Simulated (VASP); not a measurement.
Write the native input for VASP 6.6.1 that does the following.

```
Task                   : single point
Functional             : PBE
Potentials or basis    : VASP PAW PBE potentials, release 64 (W_sv, Se)
Cutoff                 : 520 eV
k mesh                 : 4 × 4 × 4
Occupations            : gaussian, width 0.1 eV
Spin                   : no spin polarisation
Dipole correction      : no
Further INCAR settings : ALGO = Normal; EDIFF = 1e-06; NBANDS = 20
```

The structure of WSe2 lies in POSCAR:

```
WSe2
1.0
    3.8248398989      0.0000000000      0.0000000000
    0.0000000000      3.8248398989      0.0000000000
    0.0000000000      0.0000000000      4.7712291598
W Se
1 2
Direct
    0.0000000000      0.0000000000      0.5000000000
    0.0000000000      0.0000000000      0.0000000000
    0.5000000000      0.5000000000      0.0000000000
```

These files were run (other wordings do the same):

INCAR

```
SYSTEM = WSe2
ALGO     = Normal         ! electronic algorithm
EDIFF    = 1E-6           ! SCF threshold, eV
ENCUT    = 520            ! plane-wave cutoff, eV
GGA      = PE             ! functional
ISIF     = 2              ! what is computed and relaxed
ISMEAR   = 0              ! smearing method
LASPH    = .True.         ! aspherical terms in the spheres
LCHARG   = .False.        ! write CHGCAR
LREAL    = .False.        ! projectors in reciprocal space
LWAVE    = .False.        ! write WAVECAR
NBANDS   = 20             ! bands
NELM     = 100            ! most SCF steps
PREC     = Accurate       ! precision mode
SIGMA    = 0.1            ! smearing width, eV
```

KPOINTS

```
k-points
0
Gamma
  4 4 4
  0 0 0
```

Potentials or basis: VASP PAW PBE potentials, release 64 (W_sv, Se).

Command:

```bash
$ cat potpaw_PBE.64/W_sv/POTCAR potpaw_PBE.64/Se/POTCAR > POTCAR
$ mpirun -np 1 vasp_std > vasp.out
```

It gave:

```yaml
Pressure: 0.0 GPa
Band_gap_on_the_k_mesh: zero (band 13 reaches 6.39 eV, above the bottom of band 14 at 4.93 eV)
```

Caveat: the k points lie up to 0.41 Å⁻¹ apart; spin-orbit coupling is left out, which moves the levels of the heavy elements.

Wall time 26 s on 1 thread of AMD EPYC 7R43 64-Core Processor (Zen 3), with other jobs on the host, peak memory 0.14 GiB.
